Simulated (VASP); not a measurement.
# CaIrN2 (R-3m) in VASP: relaxation of cell and atoms with PBE+D4

Aim: the relaxation of cell and atoms of CaIrN2 with PBE+D4.

Everything below comes from runs of VASP 6.6.1. Logs are shortened: lines on timing, memory, paths and dates and some standing lists are left out, and cuts for length are marked.

## 1. The cell of the first run

The structure is trigonal, space group R-3m (No. 166). Conventional cell: a = 3.298 Å, b = 3.298 Å, c = 15.028 Å, α = 90.00°, β = 90.00°, γ = 120.00°. Within 3.3 Å of Ca (site symmetry -3m) lie 6 N at 2.45 Å and 6 Ir at 3.15 Å and 6 Ca at 3.30 Å. Within 2.8 Å of Ir (site symmetry -3m) lie 6 N at 2.13 Å. N (site symmetry 3m) has 3 Ir at 2.13 Å and 3 Ca at 2.45 Å and 3 N at 2.71 Å within 2.8 Å.

## 2. Relaxation of cell and atoms, PBE+D4

Contents of INCAR:

```
SYSTEM = CaIrN2
PREC = Accurate ; ENCUT = 600
EDIFF = 1E-7 ; ISMEAR = -1
SIGMA = 0.1 ; LREAL = .False.
LASPH = .True. ; NELM = 120
ALGO = Normal ; ISIF = 3
LWAVE = .False. ; LCHARG = .False.
GGA = PE ; IVDW = 13
IBRION = 2 ; NSW = 80
EDIFFG = -0.1 ; GGA_COMPAT = .False.
NELMIN = 4
```

Contents of KPOINTS:

```
Automatic mesh
0
Gamma
  10 10 10
  0.5 0.5 0.5
```

Contents of POSCAR:

```
CaIrN2
1.0
    1.6488500000      0.9519639914      5.0094002233
   -1.6488500000      0.9519639914      5.0094002233
    0.0000000000     -1.9039279827      5.0094002233
Ca Ir N
1 1 2
Direct
    0.0000000000      0.0000000000      0.0000000000
    0.5000000000      0.5000000000      0.5000000000
    0.7691190000      0.7691190000      0.7691190000
    0.2308810000      0.2308810000      0.2308810000
```

Potentials or basis: VASP PAW PBE potentials, release 64 (Ca_sv, Ir, N).

Run with:

```console
> cat potpaw_PBE.64/Ca_sv/POTCAR potpaw_PBE.64/Ir/POTCAR potpaw_PBE.64/N/POTCAR > POTCAR
> mpirun -np 1 vasp_std > vasp.out
```

OUTCAR:

```text
SYSTEM = CaIrN2
   PREC = Accurate
   ENCUT = 600
   EDIFF = 1E-7
   ISMEAR = -1
   LREAL = .False.
   LASPH = .True.
   NELM = 120
   ISIF = 3
   GGA = PE
   IVDW = 13
   IBRION = 2
   NSW = 80
   EDIFFG = -0.1
   NELMIN = 4

 ion  position               nearest neighbor table
   1  0.000  0.000  0.000-   3 2.45   3 2.45   4 2.45   4 2.45   3 2.45   4 2.45   2 3.15   2 3.15
                             2 3.15   2 3.15   2 3.15   2 3.15
   2  0.500  0.500  0.500-   4 2.13   4 2.13   3 2.13   3 2.13   4 2.13   3 2.13   1 3.15   1 3.15
                             1 3.15   1 3.15   1 3.15   1 3.15
   3  0.769  0.769  0.769-   2 2.13   2 2.13   2 2.13   1 2.45   1 2.45   1 2.45
   4  0.231  0.231  0.231-   2 2.13   2 2.13   2 2.13   1 2.45   1 2.45   1 2.45

  LATTYP: Found a trigonal (rhomboedric) cell.
 ALAT       =     5.3590141221
 COS(alpha) =     0.8106686682

  Lattice vectors:

 A1 = (   1.6488500000,   0.9519639914,   5.0094002233)
 A2 = (  -1.6488500000,   0.9519639914,   5.0094002233)
 A3 = (   0.0000000000,  -1.9039279827,   5.0094002233)

Analysis of symmetry for initial positions (statically):
=====================================================================
 Subroutine PRICEL returns:
 Original cell was already a primitive cell.

 Routine SETGRP: Setting up the symmetry group for a
 trigonal (rhombohedral) supercell.

 Subroutine GETGRP returns: Found 12 space group operations
 (whereof 12 operations were pure point group operations)
 out of a pool of 12 trial point group operations.

The static configuration has the point symmetry D_3d.

Analysis of symmetry for dynamics (positions and initial velocities):
=====================================================================
 Subroutine PRICEL returns:
 Original cell was already a primitive cell.

 Routine SETGRP: Setting up the symmetry group for a
 trigonal (rhombohedral) supercell.

 Subroutine GETGRP returns: Found 12 space group operations
 (whereof 12 operations were pure point group operations)
 out of a pool of 12 trial point group operations.

The dynamic configuration has the point symmetry D_3d.

 Subroutine INISYM returns: Found 12 space group operations
 (whereof 12 operations are pure point group operations),
 and found     1 'primitive' translations

----------------------------------------------------------------------------------------

                                     Primitive cell

  volume of cell :      47.1779

  direct lattice vectors                    reciprocal lattice vectors
     1.648850000  0.951963991  5.009400223     0.303241653  0.175076650  0.066541566
    -1.648850000  0.951963991  5.009400223    -0.303241653  0.175076650  0.066541566
     0.000000000 -1.903927983  5.009400223     0.000000000 -0.350153300  0.066541566

  length of vectors
     5.359014122  5.359014122  5.359014122     0.356419856  0.356419856  0.356419856

  position of ions in fractional coordinates (direct lattice)
     0.000000000  0.000000000  0.000000000
     0.500000000  0.500000000  0.500000000
     0.769119000  0.769119000  0.769119000
     0.230881000  0.230881000  0.230881000

  ion indices of the primitive-cell ions
   primitive index   ion index
                 1           1
                 2           2
                 3           3
                 4           4

----------------------------------------------------------------------------------------

 KPOINTS: Automatic mesh

Automatic generation of k-mesh.
 Grid dimensions read from file:
 generate k-points for:   10   10   10

 Generating k-lattice:

  Cartesian coordinates                     Fractional coordinates (reciprocal lattice)
     0.030324165  0.017507665  0.006654157     0.100000000 -0.000000000  0.000000000
    -0.030324165  0.017507665  0.006654157    -0.000000000  0.100000000  0.000000000
     0.000000000 -0.035015330  0.006654157     0.000000000  0.000000000  0.100000000

  Length of vectors
     0.035641986  0.035641986  0.035641986

  Shift w.r.t. Gamma in fractional coordinates (k-lattice)
     0.500000000  0.500000000  0.500000000

 Subroutine IBZKPT returns following result:
 ===========================================

 Found    110 irreducible k-points:

 Following reciprocal coordinates:
            Coordinates               Weight
  0.050000  0.050000  0.050000      2.000000
  0.150000  0.050000  0.050000      6.000000
  0.250000  0.050000  0.050000      6.000000
  0.350000  0.050000  0.050000      6.000000
  0.450000  0.050000  0.050000      6.000000
 -0.450000  0.050000  0.050000      6.000000
[... 16 lines left out ...]
 -0.450000  0.250000  0.050000     12.000000
 -0.350000  0.250000  0.050000     12.000000
 [... further k-points ...]
   k-points           NKPTS =    110   k-points in BZ     NKDIM =    110   number of bands    NBANDS=     18
   number of dos      NEDOS =    301   number of ions     NIONS =      4
   total plane-waves  NPLWV = 110592
   dimension x,y,z NGX =    48 NGY =   48 NGZ =   48
   dimension x,y,z NGXF=    96 NGYF=   96 NGZF=   96
   ions per type =               1   1   2
   NGX,Y,Z   is equivalent  to a cutoff of  14.89, 14.89, 14.89 a.u.
   NGXF,Y,Z  is equivalent  to a cutoff of  29.78, 29.78, 29.78 a.u.
 SYSTEM =  CaIrN2
   PREC   = accura    normal or accurate (medium, high low for compatibility)
   ISTART =      0    job   : 0-new  1-cont  2-samecut
   ICHARG =      2    charge: 1-file 2-atom 10-const
   ISPIN  =      1    spin polarized calculation?
   LNONCOLLINEAR =      F non collinear calculations
   LSORBIT =      F    spin-orbit coupling
   LASPH  =      T    aspherical Exc in radial PAW
   ENCUT  =  600.0 eV  44.10 Ry    6.64 a.u.  10.70 10.70 10.70*2*pi/ulx,y,z
   NELM   =    120;   NELMIN=  4; NELMDL= -5     # of ELM steps
   EDIFF  = 0.1E-06   stopping-criterion for ELM
   LREAL  =      F    real-space projection
   EDIFFG = -.1E+00   stopping-criterion for IOM
   NSW    =     80    number of steps for IOM
   IBRION =      2    ionic relax: 0-MD 1-quasi-New 2-CG
   NFREE  =      1    steps in history (QN), initial steepest desc. (CG)
   ISIF   =      3    stress and relaxation
   ISYM   =      2    0-nonsym 1-usesym 2-fastsym
   POTIM  = 0.5000    time-step for ionic-motion
   TEBEG  =    0.0;   TEEND  =   0.0 temperature during run
   PSTRESS=    0.0 pullay stress
   NELECT =      29.0000    total number of electrons
   NUPDOWN=      -1.0000    fix difference up-down
   EMIN   =  10.00;   EMAX   =-10.00  energy-range for DOS
   EFERMI =   0.00;   METHOD = LEGACY
   ISMEAR =    -1;   SIGMA  =   0.10  broadening in eV -4-tet -1-fermi 0-gaus
   EFERMI_NEDOS =   21; number of points for ismear=-14 and -15
   IALGO  =     38    algorithm
   IMIX   =      4    mixing-type and parameters
     AMIX     =   0.40;   BMIX     =  1.00
     AMIX_MAG =   1.60;   BMIX_MAG =  1.00
  volume/ion in A,a.u.               =      11.79        79.59
  Fermi-wavevector in a.u.,A,eV,Ry     =   1.391964  2.630430 26.362149  1.937563
  Thomas-Fermi vector in A             =   2.515752
   LORBIT       =      0    0 simple, 1 ext, 2 COOP (PROOUT), +10 PAW based schemes
   GGA     = PE    functional components
   LHFCALC =     F    Hartree Fock is set to
   AEXX    =    0.0000 exact exchange contribution
   IVDW    =    13    specifies the selected vdW correction
   LEPSILON=     F    determine dielectric tensor
   LRPA    =     F    only Hartree local field effects (RPA)
 conjugate gradient relaxation of ions
 non-spin polarized calculation
  energy-cutoff  :      600.00
  volume of cell :       47.18
 maximum number of plane-waves:      1607
 NGX is ok and might be reduce to    48
   NGX = 21   NGY = 21   NGZ = 21

--------------------------------------- Ionic step        1  -------------------------------------------

 number of electron      29.0000001 magnetization

 Free energy of the ion-electron system (eV)
  ---------------------------------------------------
  ext. energy  EPLUGINS =         0.00000000
  ---------------------------------------------------
  free energy    TOTEN  =       -28.35719288 eV

  energy without entropy =      -28.26993279  energy(sigma->0) =      -28.31356284

------------------------ aborting loop because EDIFF is reached ----------------------------------------

  DFT-D4 for vdW energy calculation

  Edisp (eV):   -1.35065

  FORCE on cell =-STRESS in cart. coord.  units (eV):
  Direction    XX          YY          ZZ          XY          YZ          ZX
  --------------------------------------------------------------------------------------
  -------------------------------------------------------------------------------------
  Total      -1.49434    -1.49434    -1.35144     0.00000    -0.00000     0.00000
  in kB     -50.74840   -50.74840   -45.89551     0.00000    -0.00000     0.00000
  external pressure =      -49.13 kB  Pullay stress =        0.00 kB
[... 107 lines left out ...]
  energy  without entropy=      -29.6408517277  energy(sigma->0) =      -29.68351204

--------------------------------------- Ionic step        4  -------------------------------------------

 number of electron      29.0000000 magnetization

 Free energy of the ion-electron system (eV)
  ---------------------------------------------------
  ext. energy  EPLUGINS =         0.00000000
  ---------------------------------------------------
  free energy    TOTEN  =       -28.34126775 eV

  energy without entropy =      -28.25568479  energy(sigma->0) =      -28.29847627

 E-fermi :   6.9926     XC(G=0): -12.2554

 val. band max:        6.9794659924   @ k =   0.3500   0.2500   0.0500
 cond. band min:       6.9947271936   @ k =  -0.1500   0.1500   0.1500
 fundamental gap:      0.0152612013
 Fermi energy:         6.9926454791

 k-point     1 :       0.0500    0.0500    0.0500
  band No.  band energies     occupation
      1     -32.3686      2.00000
      2     -13.7528      2.00000
      3     -13.1454      2.00000
      4     -13.1454      2.00000
      5      -9.2084      2.00000
      6      -5.8747      2.00000
[... 10 lines left out ...]
     17      10.0324      0.00000
     18      10.9332      0.00000
[... 466 lines left out ...]
      2     -13.8801      2.00000
      3     -13.5021      2.00000
      4     -13.4626      2.00000
      5      -7.2713      2.00000
      6      -7.0244      2.00000
[... 10 lines left out ...]
     17      10.2104      0.00000
     18      11.2243      0.00000

 [... further k-points ...]

------------------------ aborting loop because EDIFF is reached ----------------------------------------

  DFT-D4 for vdW energy calculation

  Edisp (eV):   -1.38839

  FORCE on cell =-STRESS in cart. coord.  units (eV):
  Direction    XX          YY          ZZ          XY          YZ          ZX
  --------------------------------------------------------------------------------------
  -------------------------------------------------------------------------------------
  Total       0.01597     0.01597     0.00571     0.00000     0.00000     0.00000
  in kB       0.55701     0.55701     0.19914     0.00000     0.00000     0.00000
  external pressure =        0.44 kB  Pullay stress =        0.00 kB
[... 19 lines left out ...]
  FREE ENERGIE OF THE ION-ELECTRON SYSTEM (eV)
  ---------------------------------------------------
  free  energy   TOTEN  =       -29.7296561357 eV

  energy  without entropy=      -29.6440731730  energy(sigma->0) =      -29.68686465

 reached required accuracy - stopping structural energy minimisation
```

Wall time 9.9 min (1 thread of Intel Xeon Platinum 8488C (Sapphire Rapids), shared host); peak memory 0.46 GiB.

Results:

```yaml
Free_energy: -29.7297 eV
Relaxed_volume: 11.49 Å³/atom
Relaxed_cell: a = 5.307 Å, b = 5.307 Å, c = 5.307 Å, α = 35.89°, β = 35.89°, γ = 35.89°
Space_group_after_relaxing_to_0.1_Å: R-3m (No. 166)
Energy_gained_by_relaxing: 5.5 meV/atom
Ionic_steps: 4
Pressure_after_relaxing: 0.0 GPa
Largest_force_after_relaxing: 0.070 eV/Å
Band_gap_on_the_k_mesh: zero (an odd number of electrons rules out a gap without spin polarisation)
Dispersion_energy_per_atom: -0.347 eV
```

Forces on the atoms (eV/Å):
```
Ca   0.000  0.000  0.000
Ir   0.000  0.000  0.000
N    0.000  0.000 -0.070
N    0.000  0.000  0.070
```

The path:
```csv
step,energy change (eV),largest force (eV/Å),pressure (GPa),volume (Å³)
1,0.0000,0.1282,-4.91,47.18
2,0.0073,0.3828,6.83,44.75
3,-0.0183,0.2404,0.15,46.04
4,-0.0218,0.0704,0.04,45.95
```

Final structure:
```
Ca Ir N
1.0
     1.63532    0.94415    4.95995
    -1.63532    0.94415    4.95995
     0.00000   -1.88831    4.95995
Ca Ir N
1 1 2
Direct
  0.00000 0.00000 0.00000
  0.50000 0.50000 0.50000
  0.76821 0.76821 0.76821
  0.23179 0.23179 0.23179
```

Caveat: spin-orbit coupling is left out, which moves the levels of the heavy elements; the relaxation stopped at a loose force limit of 0.1 eV/Å, so its end isn't a converged minimum.
